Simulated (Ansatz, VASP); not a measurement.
One calculation of HgPt, two programs

```xyz
2
Lattice="2.9710 0.0000 0.0000 0.0000 2.9710 0.0000 0.0000 0.0000 3.8250" Properties=species:S:1:pos:R:3 pbc="T T T"
Hg    0.0000    0.0000    0.0000
Pt    1.4855    1.4855    1.9125
```

Alike in both runs: task electric field gradients; functional LDA; k mesh 10 × 10 × 8; occupations fermi-dirac, width 0.05 eV; no spin polarisation.

```csv
,VASP,Ansatz
version,VASP 6.6.1,Ansatz 0.2.0
potentials or method,"VASP PAW LDA potentials, release 64 (Hg, Pt)","PAW with Ansatz's default frozen-core files, scalar-relativistic"
plane-wave cutoff (eV),520,420
valence electrons in the cell,22,38
```

Ansatz gave:

```
gap on the k mesh at the Fermi level (eV)                     : none
pressure (GPa)                                                : -1.6
traceless stress, the component that is largest in VASP (GPa) : 0.32
```

**Question.** Estimate VASP's values.

**Answer.** gap on the k mesh at the Fermi level (eV): none; pressure (GPa): 0.4; traceless stress, the component that is largest in VASP (GPa): 0.46.

LDA's correlation is that of Perdew and Zunger in VASP and of Perdew and Wang (1992) in Ansatz. A gap of «none» marks a metal or a gap that the smearing closes. VASP's potentials hold 22 valence electrons a cell and Ansatz's 38, so a difference there can come from the potentials and not from the codes.

Neither program's run includes spin-orbit coupling.
